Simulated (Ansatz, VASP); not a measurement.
Tl: VASP beside Ansatz

Contents of INCAR:

```
SYSTEM = Tl
PREC     = Accurate       ! precision mode
ENCUT    = 520            ! plane-wave cutoff, eV
EDIFF    = 1E-6           ! SCF threshold, eV
ISMEAR   = 0              ! smearing method
SIGMA    = 0.15           ! smearing width, eV
LREAL    = .False.        ! projectors in reciprocal space
LASPH    = .True.         ! aspherical terms in the spheres
NELM     = 60             ! most SCF steps
ALGO     = Normal         ! electronic algorithm
ISIF     = 2              ! what is computed and relaxed
LWAVE    = .False.        ! write WAVECAR
LCHARG   = .False.        ! write CHGCAR
NBANDS   = 12             ! bands
```

Contents of KPOINTS:

```
Automatic mesh
0
Gamma
  16 16 16
  0 0 0
```

File POSCAR:

```
Tl
1.0
    0.0000000000      2.4663412330      2.4046827022
    2.4663412330      0.0000000000      2.4046827022
    2.4663412330      2.4663412330      0.0000000000
Tl
1
Direct
    0.0000000000      0.0000000000      0.0000000000
```

Input for Ansatz:

```yaml
crystal:
  lattice:
    - [0.0, 2.466341233, 2.4046827022]
    - [2.466341233, 0.0, 2.4046827022]
    - [2.466341233, 2.466341233, 0.0]
  atoms:
    - { symbol: Tl, position: [0.0, 0.0, 0.0] }
basis:
  ecutwfc: 420
kpoints:
  mp_grid: { grid: [16, 16, 16] }
hamiltonian:
  xc: lda
scf:
  occupations: { method: gaussian, width: 0.15 }
output:
  forces: true
  stress: true
  eigenvalues: true
```

Change from the starting cell: strain +0.000 along x and y, -0.025 along z, atoms carried along.

Alike in both runs: task single point; functional LDA; k mesh 16 × 16 × 16; occupations gaussian, width 0.15 eV; no spin polarisation.

```csv
,VASP,Ansatz
version,VASP 6.6.1,Ansatz 0.2.0
potentials or method,"VASP PAW LDA potentials, release 64 (Tl_d), cutoff 520 eV","scalar-relativistic, plane waves, PAW"
valence electrons in the cell,13,13
```

Ansatz gave:

```
gap on the k mesh at the Fermi level (eV)                     : none
pressure (GPa)                                                : -2.8
traceless stress, the component that is largest in VASP (GPa) : 0.08
```

Question: Estimate VASP's values.

Answer: gap on the k mesh at the Fermi level (eV): none; pressure (GPa): -2.7; traceless stress, the component that is largest in VASP (GPa): 0.09.

LDA's correlation is that of Perdew and Zunger in VASP and of Perdew and Wang (1992) in Ansatz. A gap of «none» marks a metal or a gap that the smearing closes.

Spin-orbit coupling is off throughout.
